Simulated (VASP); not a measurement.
Write the native input for VASP 6.6.1 that does the following.

* Task: single point
* Functional: PBE
* Potentials or basis: VASP PAW PBE potentials, release 64 (Cs_sv, H)
* Cutoff: 520 eV
* k mesh: 6 × 6 × 6
* Occupations: gaussian, width 0.1 eV
* Spin: no spin polarisation
* Dipole correction: no
* Further INCAR settings: ALGO = Normal; EDIFF = 1e-06; NBANDS = 14

The structure of CsH3 lies in POSCAR:

```
CsH3
1.0
   -1.9284767900      1.9284767900      4.4258363600
    1.9284767900     -1.9284767900      4.4258363600
    1.9284767900      1.9284767900     -4.4258363600
Cs H
1 3
Direct
    0.0000000000      0.0000000000      0.0000000000
    0.5000000000      0.5000000000      0.0000000000
    0.7500000000      0.2500000000      0.5000000000
    0.2500000000      0.7500000000      0.5000000000
```

The cell was built from a structure type or drawn by symmetry, and may not be a known phase.

The input as run:

INCAR

```
ALGO = Normal
EDIFF = 1E-6
ENCUT = 520
GGA = PE
ISIF = 2
ISMEAR = 0
LASPH = True
LCHARG = False
LREAL = False
LWAVE = False
NBANDS = 14
NELM = 80
PREC = Accurate
SIGMA = 0.1
```

KPOINTS

```
k-points
0
Gamma
  6 6 6
```

Potentials or basis: VASP PAW PBE potentials, release 64 (Cs_sv, H).

Run with:

```sh
$ cat potpaw_PBE.64/Cs_sv/POTCAR potpaw_PBE.64/H/POTCAR > POTCAR
$ mpirun -np 1 vasp_std > vasp.out
```

It gave:

| Quantity | Value |
| --- | --- |
| Pressure | 1.9 GPa |
| Band gap on the k mesh | zero (bands 6 and 7 overlap by 0.51 eV) |

Caveat: spin-orbit coupling is left out, which moves the levels of the heavy elements.

Run time: 85 s on 1 thread of AMD EPYC 9755 128-Core Processor, on a shared host, peak memory 0.19 GiB.
